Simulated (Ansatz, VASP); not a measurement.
TaC2 in VASP and in Ansatz

INCAR

```
PREC     = Accurate       # precision mode
ENCUT    = 600            # plane-wave cutoff, eV
EDIFF    = 1E-7           # SCF threshold, eV
ISMEAR   = 0              # smearing method
SIGMA    = 0.1            # smearing width, eV
LREAL    = False          # projectors in reciprocal space
LASPH    = True           # aspherical terms in the spheres
NELM     = 120            # most SCF steps
ALGO     = Normal         # electronic algorithm
ISIF     = 3              # what is computed and relaxed
LWAVE    = False          # write WAVECAR
LCHARG   = False          # write CHGCAR
GGA      = PE             # functional
IBRION   = 2              # ionic algorithm
NSW      = 90             # ionic steps
EDIFFG   = -0.04          # ionic threshold
GGA_COMPAT= False        
NELMIN   = 4
```

Contents of KPOINTS:

```
regular mesh
0
Gamma
  6 6 4
```

POSCAR

```
TaC2
1.0
    2.9805074300      0.0000000000      0.0000000000
   -1.4902537100      2.5811951500      0.0000000000
    0.0000000000      0.0000000000      5.0607912500
Ta C
1 2
Direct
    0.0000000000      0.0000000000      0.0000000000
    0.3333333300      0.6666666700      0.2552000000
    0.6666666700      0.3333333300      0.7448000000
```

Input for Ansatz:

```yaml
crystal:
  lattice:
    - [2.98050743, 0.0, 0.0]
    - [-1.49025371, 2.58119515, 0.0]
    - [0.0, 0.0, 5.06079125]
  atoms:
    - { symbol: Ta, position: [0.0, 0.0, 0.0] }
    - { symbol: C, position: [0.33333333, 0.66666667, 0.2552] }
    - { symbol: C, position: [0.66666667, 0.33333333, 0.7448] }
basis:
  ecutwfc: 420
kpoints:
  mp_grid: { grid: [6, 6, 4] }
hamiltonian:
  xc: pbe
scf:
  occupations: { method: gaussian, width: 0.1 }
  lower_state_search: "off"
output:
  forces: true
  stress: true
  eigenvalues: true
relax:
  adjacent_minimum: "off"
  f_tol: 0.04
  max_steps: 70
  cell: { stress_tol: 0.4 }
```

Change from the starting cell: species swapped into the TiSe2 type (P-3m1, No. 164).

Alike in both runs: task relaxation of cell and atoms; functional PBE; k mesh 6 × 6 × 4; occupations gaussian, width 0.1 eV; no spin polarisation.

```csv
,VASP,Ansatz
version,VASP 6.6.1,Ansatz 0.2.0
potentials or method,"VASP PAW PBE potentials, release 64 (Ta_sv_GW, C), cutoff 600 eV","scalar-relativistic, plane waves, PAW"
valence electrons in the cell,21,21
```

VASP gave:

| Property | Result |
| --- | --- |
| gap on the k mesh at the Fermi level, each at its own relaxed structure (eV) | none |
| relaxed volume (Å³/atom) | 16.20 |
| relaxed cell length with the largest relative difference (Å) | 5.415 |

Problem. What did Ansatz give for the same quantities?

Solution. gap on the k mesh at the Fermi level, each at its own relaxed structure (eV): none; relaxed volume (Å³/atom): 16.41; relaxed cell length with the largest relative difference (Å): 5.471.

A gap of «none» marks a metal or a gap that the smearing closes.

The k mesh is coarse, so the values compare programs but aren't converged. Neither program's run includes spin-orbit coupling. Noted on VASP's run: the volume moved by over 15 % at a fixed basis, so the end points are rough.
